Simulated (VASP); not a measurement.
# Zn (Fd-3m) in VASP: further runs, part 2 of 3

VASP 6.6.1.

## Step 4: Single point, RPBE (25.57 Å³/atom)

This run uses another cell than the first one, of 25.57 Å³/atom.

INCAR reads:

```
ALGO     = Normal         # electronic algorithm
EDIFF    = 1E-7           # SCF threshold, eV
ENCUT    = 520            # plane-wave cutoff, eV
GGA      = RP             # functional
ISIF     = 2              # what is computed and relaxed
ISMEAR   = -1             # smearing method
LASPH    = T              # aspherical terms in the spheres
LCHARG   = T              # write CHGCAR
LELF     = T              # ELF
LREAL    = F              # projectors in reciprocal space
LVHAR    = T            
LWAVE    = F              # write WAVECAR
NBANDS   = 19             # bands
NELM     = 100            # most SCF steps
PREC     = Accurate       # precision mode
SIGMA    = 0.1            # smearing width, eV
```

KPOINTS reads:

```
k-points
0
Gamma
  10 10 10
```

POSCAR reads:

```
Zn
1.0
    0.0000000000      2.9459991080      2.9459991080
    2.9459991080      0.0000000000      2.9459991080
    2.9459991080      2.9459991080      0.0000000000
Zn
2
Direct
    0.1250000000      0.1250000000      0.1250000000
    0.8750000000      0.8750000000      0.8750000000
```

Potentials or basis: VASP PAW PBE potentials, release 64 (Zn).

Command:

```sh
> cat potpaw_PBE.64/Zn/POTCAR > POTCAR
> mpirun -np 1 vasp_std > vasp.out
```

OUTCAR:

```text
EDIFF = 1E-7
   ENCUT = 520
   GGA = RP
   ISIF = 2
   ISMEAR = -1
   LASPH = T
   LREAL = F
   NELM = 100
   PREC = Accurate

 ion  position               nearest neighbor table
   1  0.125  0.125  0.125-   2 2.55   2 2.55   2 2.55   2 2.55
   2  0.875  0.875  0.875-   1 2.55   1 2.55   1 2.55   1 2.55

  LATTYP: Found a face centered cubic cell.
 ALAT       =     5.8919982160

  Lattice vectors:

 A1 = (   0.0000000000,   2.9459991080,   2.9459991080)
 A2 = (   2.9459991080,   0.0000000000,   2.9459991080)
 A3 = (   2.9459991080,   2.9459991080,   0.0000000000)

Analysis of symmetry for initial positions (statically):
=====================================================================
 Subroutine PRICEL returns:
 Original cell was already a primitive cell.

 Routine SETGRP: Setting up the symmetry group for a
 face centered cubic supercell.

 Subroutine GETGRP returns: Found 48 space group operations
 (whereof 12 operations were pure point group operations)
 out of a pool of 48 trial point group operations.

The static configuration has the point symmetry D_3d.
 The point group associated with its full space group is O_h .

Analysis of symmetry for dynamics (positions and initial velocities):
=====================================================================
 Subroutine PRICEL returns:
 Original cell was already a primitive cell.

 Routine SETGRP: Setting up the symmetry group for a
 face centered cubic supercell.

 Subroutine GETGRP returns: Found 48 space group operations
 (whereof 12 operations were pure point group operations)
 out of a pool of 48 trial point group operations.

The dynamic configuration has the point symmetry D_3d.
 The point group associated with its full space group is O_h .

 Subroutine INISYM returns: Found 48 space group operations
 (whereof 12 operations are pure point group operations),
 and found     1 'primitive' translations

----------------------------------------------------------------------------------------

                                     Primitive cell

  volume of cell :      51.1361

  direct lattice vectors                    reciprocal lattice vectors
     0.000000000  2.945999108  2.945999108    -0.169721708  0.169721708  0.169721708
     2.945999108  0.000000000  2.945999108     0.169721708 -0.169721708  0.169721708
     2.945999108  2.945999108  0.000000000     0.169721708  0.169721708 -0.169721708

  length of vectors
     4.166271893  4.166271893  4.166271893     0.293966621  0.293966621  0.293966621

  position of ions in fractional coordinates (direct lattice)
     0.125000000  0.125000000  0.125000000
     0.875000000  0.875000000  0.875000000

  ion indices of the primitive-cell ions
   primitive index   ion index
                 1           1
                 2           2

----------------------------------------------------------------------------------------

 KPOINTS: k-points

Automatic generation of k-mesh.
 Grid dimensions read from file:
 generate k-points for:   10   10   10

 Generating k-lattice:

  Cartesian coordinates                     Fractional coordinates (reciprocal lattice)
    -0.016972171  0.016972171  0.016972171     0.100000000  0.000000000  0.000000000
     0.016972171 -0.016972171  0.016972171     0.000000000  0.100000000  0.000000000
     0.016972171  0.016972171 -0.016972171     0.000000000  0.000000000  0.100000000

  Length of vectors
     0.029396662  0.029396662  0.029396662

  Shift w.r.t. Gamma in fractional coordinates (k-lattice)
     0.000000000  0.000000000  0.000000000

 Subroutine IBZKPT returns following result:
 ===========================================

 Found     47 irreducible k-points:

 Following reciprocal coordinates:
            Coordinates               Weight
  0.000000  0.000000  0.000000      1.000000
  0.100000  0.000000  0.000000      8.000000
  0.200000  0.000000  0.000000      8.000000
  0.300000  0.000000  0.000000      8.000000
  0.400000  0.000000  0.000000      8.000000
  0.500000  0.000000  0.000000      4.000000
[... 16 lines left out ...]
  0.300000  0.300000  0.000000      6.000000
  0.400000  0.300000  0.000000     24.000000
 [... further k-points ...]
   k-points           NKPTS =     47   k-points in BZ     NKDIM =     47   number of bands    NBANDS=     19
   number of dos      NEDOS =    301   number of ions     NIONS =      2
   total plane-waves  NPLWV =  32768
   dimension x,y,z NGX =    32 NGY =   32 NGZ =   32
   dimension x,y,z NGXF=    64 NGYF=   64 NGZF=   64
   ions per type =               2
   NGX,Y,Z   is equivalent  to a cutoff of  12.77, 12.77, 12.77 a.u.
   NGXF,Y,Z  is equivalent  to a cutoff of  25.54, 25.54, 25.54 a.u.
 SYSTEM =  unknown system
   PREC   = accura    normal or accurate (medium, high low for compatibility)
   ISTART =      0    job   : 0-new  1-cont  2-samecut
   ICHARG =      2    charge: 1-file 2-atom 10-const
   ISPIN  =      1    spin polarized calculation?
   LNONCOLLINEAR =      F non collinear calculations
   LSORBIT =      F    spin-orbit coupling
   LASPH  =      T    aspherical Exc in radial PAW
   ENCUT  =  520.0 eV  38.22 Ry    6.18 a.u.   7.75  7.75  7.75*2*pi/ulx,y,z
   NELM   =    100;   NELMIN=  2; NELMDL= -5     # of ELM steps
   EDIFF  = 0.1E-06   stopping-criterion for ELM
   LREAL  =      F    real-space projection
   EDIFFG = 0.1E-05   stopping-criterion for IOM
   NSW    =      0    number of steps for IOM
   IBRION =     -1    ionic relax: 0-MD 1-quasi-New 2-CG
   NFREE  =      0    steps in history (QN), initial steepest desc. (CG)
   ISIF   =      2    stress and relaxation
   ISYM   =      2    0-nonsym 1-usesym 2-fastsym
   POTIM  = 0.5000    time-step for ionic-motion
   TEBEG  =    0.0;   TEEND  =   0.0 temperature during run
   PSTRESS=    0.0 pullay stress
   NELECT =      24.0000    total number of electrons
   NUPDOWN=      -1.0000    fix difference up-down
   EMIN   =  10.00;   EMAX   =-10.00  energy-range for DOS
   EFERMI =   0.00;   METHOD = LEGACY
   ISMEAR =    -1;   SIGMA  =   0.10  broadening in eV -4-tet -1-fermi 0-gaus
   EFERMI_NEDOS =   21; number of points for ismear=-14 and -15
   IALGO  =     38    algorithm
   IMIX   =      4    mixing-type and parameters
     AMIX     =   0.40;   BMIX     =  1.00
     AMIX_MAG =   1.60;   BMIX_MAG =  1.00
  volume/ion in A,a.u.               =      25.57       172.54
  Fermi-wavevector in a.u.,A,eV,Ry     =   1.272241  2.404186 22.022343  1.618597
  Thomas-Fermi vector in A             =   2.405130
   LORBIT       =      0    0 simple, 1 ext, 2 COOP (PROOUT), +10 PAW based schemes
   GGA     = RP    functional components
   LHFCALC =     F    Hartree Fock is set to
   AEXX    =    0.0000 exact exchange contribution
   IVDW    =     0    specifies the selected vdW correction
   LEPSILON=     F    determine dielectric tensor
   LRPA    =     F    only Hartree local field effects (RPA)
 non-spin polarized calculation
  energy-cutoff  :      520.00
  volume of cell :       51.14
 maximum number of plane-waves:      1411
   NGX = 15   NGY = 15   NGZ = 15

 number of electron      23.9999984 magnetization

 Free energy of the ion-electron system (eV)
  ---------------------------------------------------
  ext. energy  EPLUGINS =         0.00000000
  ---------------------------------------------------
  free energy    TOTEN  =        -0.67888081 eV

  energy without entropy =       -0.64322837  energy(sigma->0) =       -0.66105459

 E-fermi :   0.3135     XC(G=0):  -8.6294

 val. band max:        0.3113624062   @ k =  -0.3000   0.3000   0.1000
 cond. band min:       0.4010416083   @ k =  -0.2000   0.2000   0.0000
 fundamental gap:      0.0896792020
 Fermi energy:         0.3135069117

 k-point     1 :       0.0000    0.0000    0.0000
  band No.  band energies     occupation
      1      -7.1569      2.00000
      2      -7.1569      2.00000
      3      -7.1569      2.00000
      4      -7.1200      2.00000
      5      -7.1200      2.00000
      6      -7.0453      2.00000
[... 11 lines left out ...]
     18       7.0461      0.00000
     19       9.1159      0.00000
[... 485 lines left out ...]
 k-point    24 :       0.4000    0.3000    0.0000
  band No.  band energies     occupation
      1      -7.2514      2.00000
      2      -7.1809      2.00000
      3      -7.1721      2.00000
      4      -6.9902      2.00000
      5      -6.9215      2.00000
      6      -6.8423      2.00000
[... 11 lines left out ...]
     18      11.6538      0.00000
     19      14.6261      0.00000

 [... further k-points ...]

------------------------ aborting loop because EDIFF is reached ----------------------------------------

  FORCE on cell =-STRESS in cart. coord.  units (eV):
  Direction    XX          YY          ZZ          XY          YZ          ZX
  --------------------------------------------------------------------------------------
  -------------------------------------------------------------------------------------
  Total        0.3164604      0.3164604      0.3164604      0.0000000     -0.0000000      0.0000000
  in kB        9.9152149      9.9152149      9.9152149      0.0000000     -0.0000000      0.0000000
  external PRESSURE =       9.9152149 kB  Pullay stress =       0.0000000 kB

 VOLUME and BASIS-vectors are now :
 -----------------------------------------------------------------------------
  energy-cutoff  :      520.00
  volume of cell :       51.14
      direct lattice vectors                 reciprocal lattice vectors
     0.000000000  2.945999108  2.945999108    -0.169721708  0.169721708  0.169721708
     2.945999108  0.000000000  2.945999108     0.169721708 -0.169721708  0.169721708
     2.945999108  2.945999108  0.000000000     0.169721708  0.169721708 -0.169721708

 POSITION                                       TOTAL-FORCE (eV/Angst)
 -----------------------------------------------------------------------------------
      0.73650      0.73650      0.73650         0.000000      0.000000     -0.000000
      5.15550      5.15550      5.15550        -0.000000     -0.000000      0.000000
 -----------------------------------------------------------------------------------
    total drift:                                0.000000      0.000000     -0.000000

  FREE ENERGIE OF THE ION-ELECTRON SYSTEM (eV)
  ---------------------------------------------------
  free  energy   TOTEN  =        -0.6788808143 eV

  energy  without entropy=       -0.6432283673  energy(sigma->0) =       -0.66105459
```

It took 67 s on 1 thread of AMD EPYC 7R13, shared host; peak memory 0.16 GiB.

What came out:

| Quantity | Value |
| --- | --- |
| Free energy | -0.6789 eV |
| Pressure | 1.0 GPa |
| Band gap on the k mesh | zero (bands 12 and 13 overlap by 5.57 eV) |

Levels at points of the mesh, in eV from the Fermi level:
```
           k point  band 8  band 9  band 10  band 11  band 12  band 13  band 14  band 15  band 16  band 17
(0.00, 0.00, 0.00)   -6.92   -6.92    -6.74    -6.74     5.03     5.03     5.03     6.52     6.52     6.52
(0.50, 0.00, 0.00)   -6.90   -6.74    -6.74    -4.60    -2.92     3.29     3.29     5.42     7.27     7.27
(0.50, 0.50, 0.00)   -7.01   -6.70    -6.70    -3.12    -3.12     1.18     1.18     4.27     4.27    14.03
```

Caveat: the PAW data sets were made with another functional, which shifts forces and pressure a little.

[end of part 2 of 3]
